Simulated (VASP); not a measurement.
# CoO (I4/mmm) in VASP: further runs, part 2 of 2

VASP 6.6.1. Earlier steps stand in the parts before.

**3. Single point, PBE, collinear spin, ferromagnetic start (9.58 Å³/atom)**

This run uses another cell than the first one, of 9.58 Å³/atom.

INCAR

```
SYSTEM = CoO
PREC = Accurate ; ENCUT = 520
EDIFF = 1E-7 ; ISMEAR = -1
SIGMA = 0.05 ; LREAL = .False.
LASPH = .True. ; NELM = 150
ALGO = Normal ; ISIF = 2
LWAVE = .False. ; LCHARG = .False.
ISPIN = 2 ; MAGMOM = 3 0
LORBIT = 11 ; LMAXMIX = 4
GGA = PE ; NBANDS = 18
```

KPOINTS

```
regular mesh
0
Gamma
  12 12 12
  0 0 0
```

POSCAR

```
CoO
1.0
   -1.5080004400      1.5080004400      2.1072503600
    1.5080004400     -1.5080004400      2.1072503600
    1.5080004400      1.5080004400     -2.1072503600
Co O
1 1
Direct
    0.0000000000      0.0000000000      0.0000000000
    0.5000000000      0.5000000000      0.0000000000
```

Potentials or basis: VASP PAW PBE potentials, release 64 (Co, O).

Command:

```bash
$ cat potpaw_PBE.64/Co/POTCAR potpaw_PBE.64/O/POTCAR > POTCAR
$ mpirun -np 1 vasp_std > vasp.out
```

Run time: 2.9 min. Hardware: 1 thread of Intel Xeon 8259CL, shared host; peak memory 0.22 GiB.

The run converged. Its results:

```
Free energy                                           : -13.0635 eV
Pressure                                              : -0.6 GPa
Net moment                                            : 2.88 μB per cell
Site moments                                          : Co +2.54; O +0.29 μB
Valence electrons inside the program's atomic spheres : Co 7.81; O 4.98
```

Stress tensor (GPa, compression positive):
```
-0.62  0.00  0.00
 0.00 -0.62  0.00
 0.00  0.00 -0.48
```

Levels at points of the mesh, in eV from the Fermi level:
Spin up:
```
           k point  band 6  band 7  band 8  band 9  band 10  band 11  band 12  band 13
(0.00, 0.00, 0.00)   -3.13   -3.11   -3.11   -2.98     1.05    16.89    18.19    18.19
(0.50, 0.00, 0.00)   -2.31   -1.78    0.10    0.17     5.10     9.43    13.37    13.64
(0.50, 0.50, 0.00)   -2.91   -2.39   -2.07   -2.00     5.93     9.83    11.77    15.80
(0.50, 0.50, 0.50)   -2.88   -2.39   -2.07   -2.07     5.94     9.98    11.65    15.75
```
Spin down:
| k point | band 2 | band 3 | band 4 | band 5 | band 6 | band 7 | band 8 | band 9 | band 10 | band 11 |
| --- | --- | --- | --- | --- | --- | --- | --- | --- | --- | --- |
| (0.00, 0.00, 0.00) | -2.63 | -2.58 | -2.58 | -1.12 | -1.12 | -1.09 | 0.03 | 0.08 | 1.59 | 16.80 |
| (0.50, 0.00, 0.00) | -7.64 | -4.70 | -4.65 | -0.15 | -0.11 | 0.18 | 2.70 | 2.74 | 5.38 | 10.20 |
| (0.50, 0.50, 0.00) | -6.44 | -3.90 | -3.79 | -2.24 | 0.10 | 0.14 | 0.51 | 1.02 | 6.78 | 10.29 |
| (0.50, 0.50, 0.50) | -6.43 | -3.88 | -3.88 | -2.25 | 0.13 | 0.13 | 0.58 | 0.98 | 6.78 | 10.42 |

Caveat: a cell with one magnetic atom can't hold antiferromagnetic order, which such compounds often take; semilocal functionals often make such compounds metallic where correlation or magnetic order opens a gap, which also shifts bond lengths. With open d or f shells a metallic result of PBE can be an artefact of self-interaction; +U or a hybrid may open a gap.

**4. Single point, PBE, collinear spin, ferromagnetic start (9.78 Å³/atom)**

This run uses another cell than the first one, of 9.78 Å³/atom.

INCAR

```
SYSTEM = CoO
PREC = Accurate
ENCUT = 520
EDIFF = 1E-6
ISMEAR = -1
SIGMA = 0.05
LREAL = .False.
LASPH = .True.
NELM = 150
ALGO = Normal
ISIF = 2
LWAVE = .False.
LCHARG = .False.
ISPIN = 2
MAGMOM = 3 0
LORBIT = 11
LMAXMIX = 4
GGA = PE
NBANDS = 18
```

KPOINTS

```
Automatic mesh
0
Gamma
  12 12 12
  0 0 0
```

POSCAR

```
CoO
1.0
   -1.5179874889      1.5179874889      2.1212060671
    1.5179874889     -1.5179874889      2.1212060671
    1.5179874889      1.5179874889     -2.1212060671
Co O
1 1
Direct
    0.0000000000      0.0000000000      0.0000000000
    0.5000000000      0.5000000000      0.0000000000
```

Potentials or basis: VASP PAW PBE potentials, release 64 (Co, O).

Command:

```bash
$ cat potpaw_PBE.64/Co/POTCAR potpaw_PBE.64/O/POTCAR > POTCAR
$ mpirun -np 1 vasp_std > vasp.out
```

OUTCAR:

```text
SYSTEM = CoO
   PREC = Accurate
   ENCUT = 520
   EDIFF = 1E-6
   ISMEAR = -1
   LREAL = .False.
   LASPH = .True.
   NELM = 150
   ISIF = 2
   ISPIN = 2
   LORBIT = 11
   GGA = PE

 ion  position               nearest neighbor table
   1  0.000  0.000  0.000-   2 2.12   2 2.12   2 2.15   2 2.15   2 2.15   2 2.15
   2  0.500  0.500  0.000-   1 2.12   1 2.12   1 2.15   1 2.15   1 2.15   1 2.15

  LATTYP: Found a body centered tetragonal cell.
 ALAT       =     3.0359749778
 C/A-ratio  =     1.3973804676

  Lattice vectors:

 A1 = (  -1.5179874889,   1.5179874889,   2.1212060671)
[... 1222 lines left out ...]

 VOLUME and BASIS-vectors are now :
 -----------------------------------------------------------------------------
  energy-cutoff  :      520.00
  volume of cell :       19.55
      direct lattice vectors                 reciprocal lattice vectors
    -1.517987489  1.517987489  2.121206067     0.000000000  0.329383479  0.235714958
     1.517987489 -1.517987489  2.121206067     0.329383479  0.000000000  0.235714958
     1.517987489  1.517987489 -2.121206067     0.329383479  0.329383479  0.000000000

 POSITION                                       TOTAL-FORCE (eV/Angst)
 -----------------------------------------------------------------------------------
      0.00000      0.00000      0.00000         0.000000      0.000000      0.000000
      0.00000      0.00000      2.12121        -0.000000     -0.000000      0.000000
 -----------------------------------------------------------------------------------
    total drift:                               -0.000000      0.000000     -0.000000

  FREE ENERGIE OF THE ION-ELECTRON SYSTEM (eV)
  ---------------------------------------------------
  free  energy   TOTEN  =       -13.0586783695 eV

  energy  without entropy=      -13.0238907546  energy(sigma->0) =      -13.04128456

 total charge

# of ion       s       p       d       tot
------------------------------------------
    1        0.291   0.349   7.134   7.773
    2        1.556   3.418   0.000   4.974
--------------------------------------------------
tot          1.847   3.767   7.134  12.748

 magnetization (x)

# of ion       s       p       d       tot
------------------------------------------
    1        0.020   0.017   2.536   2.573
    2        0.028   0.275   0.000   0.303
--------------------------------------------------
tot          0.049   0.292   2.536   2.876
```

stdout:

```text
POSCAR found type information on POSCAR CoO
 POSCAR found :  2 types and       2 ions
 scaLAPACK will be used
 LDA part: xc-table for (Slater+PW92), standard interpolation
 POSCAR, INCAR and KPOINTS ok, starting setup
 FFT: planning ... GRIDC
 FFT: planning ... GRID_SOFT
 FFT: planning ... GRID
 WAVECAR not read
 entering main loop
```

Run time: 2.5 min. Hardware: 1 thread of Intel Xeon 8259CL, shared host; peak memory 0.22 GiB.

Results:

```yaml
Free_energy: -13.0587 eV
Pressure: -3.7 GPa
Net_moment: 2.93 μB per cell
Site_moments: Co +2.57; O +0.30 μB
Valence_electrons_inside_the_program's_atomic_spheres: Co 7.77; O 4.97
```

Caveat: the cell stands under tension; a cell with one magnetic atom can't hold antiferromagnetic order, which such compounds often take; semilocal functionals often make such compounds metallic where correlation or magnetic order opens a gap, which also shifts bond lengths. With open d or f shells a metallic result of PBE can be an artefact of self-interaction; +U or a hybrid may open a gap.

**5. Overview**

```csv
cell,gap on the mesh (eV),pressure (GPa),moment (μB)
"a = 2.978 Å, angles 119.6, 119.6, 90.7°, 2 atoms",none,3.0,2.82
"a = 2.998 Å, angles 119.6, 119.6, 90.7°, 2 atoms",none,-0.6,2.88
"a = 3.018 Å, angles 119.6, 119.6, 90.7°, 2 atoms",none,-3.7,2.93
```

Alike in all rows: task single point; level PBE; potentials or basis VASP PAW PBE potentials, release 64 (Co, O); spin collinear, ferromagnetic start; k mesh 12 × 12 × 12; cutoff (eV) 520; smearing fermi-dirac 0.05 eV.

Caveats: a cell with one magnetic atom can't hold antiferromagnetic order, which such compounds often take; semilocal functionals often make such compounds metallic where correlation or magnetic order opens a gap, which also shifts bond lengths; the cell stands under tension (at least some runs).

Absolute energies hang on the potentials; compare differences alone.
